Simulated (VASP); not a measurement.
# CuAu3 (I4/mmm) in VASP: notebook, part 2 of 2

VASP 6.6.1.

## (4) Single point, PBEsol (volume scaled by 1.06)

The input, INCAR:

```
SYSTEM = CuAu3
PREC = Accurate
ENCUT = 520
EDIFF = 1E-6
ISMEAR = -1
SIGMA = 0.05
LREAL = .False.
LASPH = .True.
NELM = 80
ALGO = Fast
ISIF = 2
LWAVE = .False.
LCHARG = .True.
GGA = PS
LELF = .True.
LVHAR = .True.
NBANDS = 30
```

The input, KPOINTS:

```
Automatic mesh
0
Gamma
  9 9 9
  0 0 0
```

The input, POSCAR:

```
CuAu3
1.0
   -2.0296695990      2.0296695990      4.1621607785
    2.0296695990     -2.0296695990      4.1621607785
    2.0296695990      2.0296695990     -4.1621607785
Au Cu
3 1
Direct
    0.5000000000      0.5000000000      0.0000000000
    0.2500000000      0.7500000000      0.5000000000
    0.7500000000      0.2500000000      0.5000000000
    0.0000000000      0.0000000000      0.0000000000
```

Potentials or basis: VASP PAW PBE potentials, release 64 (Au, Cu).

Run with:

```bash
$ cat potpaw_PBE.64/Au/POTCAR potpaw_PBE.64/Cu/POTCAR > POTCAR
$ mpirun -np 1 vasp_std > vasp.out
```

OUTCAR:

```text
SYSTEM = CuAu3
   PREC = Accurate
   ENCUT = 520
   EDIFF = 1E-6
   ISMEAR = -1
   LREAL = .False.
   LASPH = .True.
   NELM = 80
   ISIF = 2
   GGA = PS

 ion  position               nearest neighbor table
   1  0.500  0.500  0.000-   4 2.87   4 2.87   4 2.87   4 2.87   3 2.91   2 2.91   3 2.91   3 2.91
                             2 2.91   2 2.91   3 2.91   2 2.91
   2  0.250  0.750  0.500-   3 2.87   3 2.87   3 2.87   3 2.87   4 2.91   1 2.91   4 2.91   1 2.91
                             4 2.91   4 2.91   1 2.91   1 2.91
   3  0.750  0.250  0.500-   2 2.87   2 2.87   2 2.87   2 2.87   4 2.91   1 2.91   4 2.91   4 2.91
                             1 2.91   1 2.91   4 2.91   1 2.91
   4  0.000  0.000  0.000-   1 2.87   1 2.87   1 2.87   1 2.87   3 2.91   2 2.91   3 2.91   2 2.91
                             3 2.91   3 2.91   2 2.91   2 2.91

  LATTYP: Found a body centered tetragonal cell.
 ALAT       =     4.0593391980
 C/A-ratio  =     2.0506592701

  Lattice vectors:

 A1 = (  -2.0296695990,   2.0296695990,   4.1621607785)
 A2 = (   2.0296695990,  -2.0296695990,   4.1621607785)
 A3 = (   2.0296695990,   2.0296695990,  -4.1621607785)

Analysis of symmetry for initial positions (statically):
=====================================================================
 Subroutine PRICEL returns:
 Original cell was already a primitive cell.

 Routine SETGRP: Setting up the symmetry group for a
 body centered tetragonal supercell.

 Subroutine GETGRP returns: Found 16 space group operations
 (whereof 16 operations were pure point group operations)
 out of a pool of 16 trial point group operations.

The static configuration has the point symmetry D_4h.

Analysis of symmetry for dynamics (positions and initial velocities):
=====================================================================
 Subroutine PRICEL returns:
 Original cell was already a primitive cell.

 Routine SETGRP: Setting up the symmetry group for a
 body centered tetragonal supercell.

 Subroutine GETGRP returns: Found 16 space group operations
 (whereof 16 operations were pure point group operations)
 out of a pool of 16 trial point group operations.

The dynamic configuration has the point symmetry D_4h.

 Subroutine INISYM returns: Found 16 space group operations
 (whereof 16 operations are pure point group operations),
 and found     1 'primitive' translations

----------------------------------------------------------------------------------------

                                     Primitive cell

  volume of cell :      68.5851

  direct lattice vectors                    reciprocal lattice vectors
    -2.029669599  2.029669599  4.162160778     0.000000000  0.246345514  0.120129910
     2.029669599 -2.029669599  4.162160778     0.246345514  0.000000000  0.120129910
     2.029669599  2.029669599 -4.162160778     0.246345514  0.246345514  0.000000000

  length of vectors
     5.055956854  5.055956854  5.055956854     0.274075368  0.274075368  0.348385166

  position of ions in fractional coordinates (direct lattice)
     0.500000000  0.500000000  0.000000000
     0.250000000  0.750000000  0.500000000
     0.750000000  0.250000000  0.500000000
     0.000000000  0.000000000  0.000000000

  ion indices of the primitive-cell ions
   primitive index   ion index
                 1           1
[... 21 lines left out ...]

  Shift w.r.t. Gamma in fractional coordinates (k-lattice)
     0.000000000  0.000000000  0.000000000

 Subroutine IBZKPT returns following result:
 ===========================================

 Found     75 irreducible k-points:

 Following reciprocal coordinates:
            Coordinates               Weight
  0.000000  0.000000  0.000000      1.000000
  0.111111  0.000000 -0.000000      8.000000
  0.222222  0.000000 -0.000000      8.000000
  0.333333  0.000000  0.000000      8.000000
  0.444444  0.000000 -0.000000      8.000000
  0.111111  0.111111 -0.000000      8.000000
[... 16 lines left out ...]
 -0.333333  0.333333  0.000000      4.000000
  0.444444  0.444444 -0.000000      8.000000
 [... further k-points ...]
   k-points           NKPTS =     75   k-points in BZ     NKDIM =     75   number of bands    NBANDS=     30
   number of dos      NEDOS =    301   number of ions     NIONS =      4
   total plane-waves  NPLWV =  64000
   dimension x,y,z NGX =    40 NGY =   40 NGZ =   40
   dimension x,y,z NGXF=    80 NGYF=   80 NGZF=   80
   ions per type =               3   1
   NGX,Y,Z   is equivalent  to a cutoff of  13.15, 13.15, 13.15 a.u.
   NGXF,Y,Z  is equivalent  to a cutoff of  26.30, 26.30, 26.30 a.u.
 SYSTEM =  CuAu3
   PREC   = accura    normal or accurate (medium, high low for compatibility)
   ISTART =      0    job   : 0-new  1-cont  2-samecut
   ICHARG =      2    charge: 1-file 2-atom 10-const
   ISPIN  =      1    spin polarized calculation?
   LNONCOLLINEAR =      F non collinear calculations
   LSORBIT =      F    spin-orbit coupling
   LASPH  =      T    aspherical Exc in radial PAW
   ENCUT  =  520.0 eV  38.22 Ry    6.18 a.u.   9.40  9.40  9.40*2*pi/ulx,y,z
   NELM   =     80;   NELMIN=  2; NELMDL= -5     # of ELM steps
   EDIFF  = 0.1E-05   stopping-criterion for ELM
   LREAL  =      F    real-space projection
   EDIFFG = 0.1E-04   stopping-criterion for IOM
   NSW    =      0    number of steps for IOM
   IBRION =     -1    ionic relax: 0-MD 1-quasi-New 2-CG
   NFREE  =      0    steps in history (QN), initial steepest desc. (CG)
   ISIF   =      2    stress and relaxation
   ISYM   =      2    0-nonsym 1-usesym 2-fastsym
   POTIM  = 0.5000    time-step for ionic-motion
   TEBEG  =    0.0;   TEEND  =   0.0 temperature during run
   PSTRESS=    0.0 pullay stress
   NELECT =      44.0000    total number of electrons
   NUPDOWN=      -1.0000    fix difference up-down
   EMIN   =  10.00;   EMAX   =-10.00  energy-range for DOS
   EFERMI =   0.00;   METHOD = LEGACY
   ISMEAR =    -1;   SIGMA  =   0.05  broadening in eV -4-tet -1-fermi 0-gaus
   EFERMI_NEDOS =   21; number of points for ismear=-14 and -15
   IALGO  =     68    algorithm
   IMIX   =      4    mixing-type and parameters
     AMIX     =   0.40;   BMIX     =  1.00
     AMIX_MAG =   1.60;   BMIX_MAG =  1.00
  volume/ion in A,a.u.               =      17.15       115.71
  Fermi-wavevector in a.u.,A,eV,Ry     =   1.411939  2.668177 27.124183  1.993571
  Thomas-Fermi vector in A             =   2.533739
   LORBIT       =      0    0 simple, 1 ext, 2 COOP (PROOUT), +10 PAW based schemes
   GGA     = PS    functional components
   LHFCALC =     F    Hartree Fock is set to
   AEXX    =    0.0000 exact exchange contribution
   IVDW    =     0    specifies the selected vdW correction
   LEPSILON=     F    determine dielectric tensor
   LRPA    =     F    only Hartree local field effects (RPA)
 non-spin polarized calculation
 RMM-DIIS sequential band-by-band and
  energy-cutoff  :      520.00
  volume of cell :       68.59
 maximum number of plane-waves:      1871
 NGX is ok and might be reduce to    40
   NGX = 19   NGY = 19   NGZ = 19

 number of electron      43.9999999 magnetization

 Free energy of the ion-electron system (eV)
  ---------------------------------------------------
  ext. energy  EPLUGINS =         0.00000000
  ---------------------------------------------------
  free energy    TOTEN  =       -15.95220055 eV

  energy without entropy =      -15.94374485  energy(sigma->0) =      -15.94797270

 E-fermi :   7.6648     XC(G=0): -12.3804

 val. band max:        7.6248760934   @ k =   0.3333   0.3333   0.0000
 cond. band min:       7.6841720258   @ k =   0.3333   0.3333   0.1111
 fundamental gap:      0.0592959324
 Fermi energy:         7.6648204173

 k-point     1 :       0.0000    0.0000    0.0000
  band No.  band energies     occupation
      1      -1.3940      2.00000
      2       1.4901      2.00000
      3       1.7098      2.00000
      4       1.9270      2.00000
      5       2.8125      2.00000
      6       2.8125      2.00000
[... 781 lines left out ...]
     29      17.4204      0.00000
     30      17.7952      0.00000

 [... further k-points ...]
[... 5 lines left out ...]
  --------------------------------------------------------------------------------------
  -------------------------------------------------------------------------------------
  Total       -5.0223998     -5.0223998     -5.1584245      0.0000000     -0.0000000      0.0000000
  in kB     -117.3254765   -117.3254765   -120.5030740      0.0000000     -0.0000000      0.0000000
  external PRESSURE =    -118.3846756 kB  Pullay stress =       0.0000000 kB

 VOLUME and BASIS-vectors are now :
 -----------------------------------------------------------------------------
  energy-cutoff  :      520.00
  volume of cell :       68.59
      direct lattice vectors                 reciprocal lattice vectors
    -2.029669599  2.029669599  4.162160778     0.000000000  0.246345514  0.120129910
     2.029669599 -2.029669599  4.162160778     0.246345514  0.000000000  0.120129910
     2.029669599  2.029669599 -4.162160778     0.246345514  0.246345514  0.000000000

 POSITION                                       TOTAL-FORCE (eV/Angst)
 -----------------------------------------------------------------------------------
      0.00000      0.00000      4.16216         0.000000     -0.000000     -0.000000
      2.02967      0.00000      2.08108         0.000000      0.000000     -0.000000
      0.00000      2.02967      2.08108        -0.000000     -0.000000      0.000000
      0.00000      0.00000      0.00000         0.000000     -0.000000     -0.000000
 -----------------------------------------------------------------------------------
    total drift:                               -0.000000     -0.000000      0.000000

  FREE ENERGIE OF THE ION-ELECTRON SYSTEM (eV)
  ---------------------------------------------------
  free  energy   TOTEN  =       -15.9522005535 eV

  energy  without entropy=      -15.9437448513  energy(sigma->0) =      -15.94797270
```

It took 3.8 min on 1 thread of Intel Xeon Platinum 8259CL at 2.50GHz (Skylake/Cascade Lake), shared host; peak memory 0.33 GiB.

What came out:

- Free energy: -15.9522 eV
- Pressure: -11.8 GPa
- Band gap on the k mesh: zero (band 22 reaches 10.49 eV, above the bottom of band 23 at 6.51 eV)

Stress tensor (GPa, compression positive):
```
-11.73   0.00   0.00
  0.00 -11.73   0.00
  0.00   0.00 -12.05
```

Levels at points of the mesh, in eV from the Fermi level:
| k point | band 19 | band 20 | band 21 | band 22 | band 23 | band 24 | band 25 | band 26 |
| --- | --- | --- | --- | --- | --- | --- | --- | --- |
| (0.00, 0.00, 0.00) | -1.39 | -1.39 | -1.31 | 0.98 | 4.66 | 5.32 | 5.67 | 5.78 |

Caveat: the PAW data sets were made with another functional, which shifts forces and pressure a little; spin-orbit coupling is left out, which moves the levels of the heavy elements.

## (5) Summary

| cell | further INCAR settings | gap on the mesh (eV) | pressure (GPa) |
| --- | --- | --- | --- |
| a = 4.992 Å, angles 132.7, 132.7, 69.2°, 4 atoms | ALGO = Fast; EDIFF = 1e-06; NBANDS = 30 | none | -7.5 |
| a = 5.024 Å, angles 132.7, 132.7, 69.2°, 4 atoms | ALGO = Fast; EDIFF = 1e-07; NBANDS = 30 | none | -9.8 |
| a = 5.056 Å, angles 132.7, 132.7, 69.2°, 4 atoms | ALGO = Fast; EDIFF = 1e-06; NBANDS = 30 | none | -11.8 |

Alike in all rows: task single point; level PBEsol; potentials or basis VASP PAW PBE potentials, release 64 (Au, Cu); no spin polarisation; k mesh 9 × 9 × 9; cutoff (eV) 520; smearing fermi-dirac 0.05 eV.

Caveats: the PAW data sets were made with another functional, which shifts forces and pressure a little; spin-orbit coupling is left out, which moves the levels of the heavy elements.

Total energies depend on the potentials used, so only differences within one code and one set of settings carry meaning.
